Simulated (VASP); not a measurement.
Write the native input for VASP 6.6.1 that does the following.

```yaml
Task: single point
Functional: PBE
Potentials_or_basis: VASP PAW PBE potentials, release 64 (Sc_sv)
Cutoff: 520 eV
k_mesh: 8 × 8 × 8
Occupations: fermi-dirac, width 0.136057 eV
Spin: no spin polarisation
Dipole_correction: no
Further_INCAR_settings: ALGO = Normal; EDIFF = 1e-07; NBANDS = 18
```

The structure of Sc lies in POSCAR:

```
Sc
1.0
    0.0000000000      3.3296080605      3.3296080605
    3.3296080605      0.0000000000      3.3296080605
    3.3296080605      3.3296080605      0.0000000000
Sc
2
Direct
    0.0000000000      0.0000000000      0.0000000000
    0.2500000000      0.2500000000      0.2500000000
```

This isn't the form of Sc at room conditions, which is hcp.

One way to write it, as run:

INCAR

```
SYSTEM = Sc
PREC = Accurate
ENCUT = 520
EDIFF = 1E-7
ISMEAR = -1
SIGMA = 0.13605693000000002
LREAL = .FALSE.
LASPH = .TRUE.
NELM = 100
ALGO = Normal
ISIF = 2
LWAVE = .FALSE.
LCHARG = .TRUE.
GGA = PE
LELF = .TRUE.
LVHAR = .TRUE.
NBANDS = 18
```

KPOINTS

```
regular mesh
0
G
  8 8 8
  0 0 0
```

Potentials or basis: VASP PAW PBE potentials, release 64 (Sc_sv).

Command:

```sh
$ cat potpaw_PBE.64/Sc_sv/POTCAR > POTCAR
$ mpirun -np 1 vasp_std > vasp.out
```

Results of the run:

| Item | Value |
| --- | --- |
| Pressure | 0.0 GPa |
| Band gap on the k mesh | zero (bands 11 and 12 overlap by 0.79 eV) |

Run time: 100 s on 1 thread of AMD EPYC 7R13 (shared host), peak memory 0.18 GiB.
